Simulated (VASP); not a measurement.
Crystal: LaF5.

```
CELL_PARAMETERS angstrom
0.00000 3.50827 3.50827
3.50827 0.00000 3.50827
3.50827 3.50827 0.00000
ATOMIC_POSITIONS crystal
La 0.00000 0.00000 0.00000
F 0.12500 0.62500 0.62500
F 0.62500 0.62500 0.62500
F 0.62500 0.12500 0.62500
F 0.62500 0.62500 0.12500
F 0.25000 0.25000 0.25000
```

```yaml
Program: VASP 6.6.1
Task: relaxation of cell and atoms
Functional: PBE
Potentials_or_basis: VASP PAW PBE potentials, release 64 (La, F)
Cutoff: 600 eV
k_mesh: 4 × 4 × 4
Occupations: gaussian, width 0.1 eV
Spin: no spin polarisation
```

At the start: pressure -13.5 GPa; volume 14.39 Å³/atom.

Task: Where does the relaxation end?

Result: Over 5 steps the energy falls by 155.9 meV/atom and the volume is 11.43 Å³/atom (-20.6 %); space group F-43m (No. 216, to 0.05 Å).

Step by step:
```
step  energy change (eV)  largest force (eV/Å)  pressure (GPa)  volume (Å³)
   1              0.0000                0.2746          -13.53        86.36
   2             -0.8899                0.0293           -4.28        72.04
   3             -0.9332                0.1422           -0.37        69.05
   4             -0.9332                0.1560            0.17        68.73
   5             -0.9357                0.0148            0.25        68.60
```

Final structure:
```xyz
6
Lattice="0.0000 3.2491 3.2491 3.2491 0.0000 3.2491 3.2491 3.2491 0.0000" Properties=species:S:1:pos:R:3 pbc="T T T"
La    0.0000    0.0000    0.0000
F     4.0660    2.4323    2.4323
F     4.0660    4.0660    4.0660
F     2.4323    4.0660    2.4323
F     2.4323    2.4323    4.0660
F     1.6246    1.6246    1.6246
```

Caveat: the k points lie up to 0.42 Å⁻¹ apart in the final cell; the volume moved by over 15 % at a fixed basis, so the end points are rough.
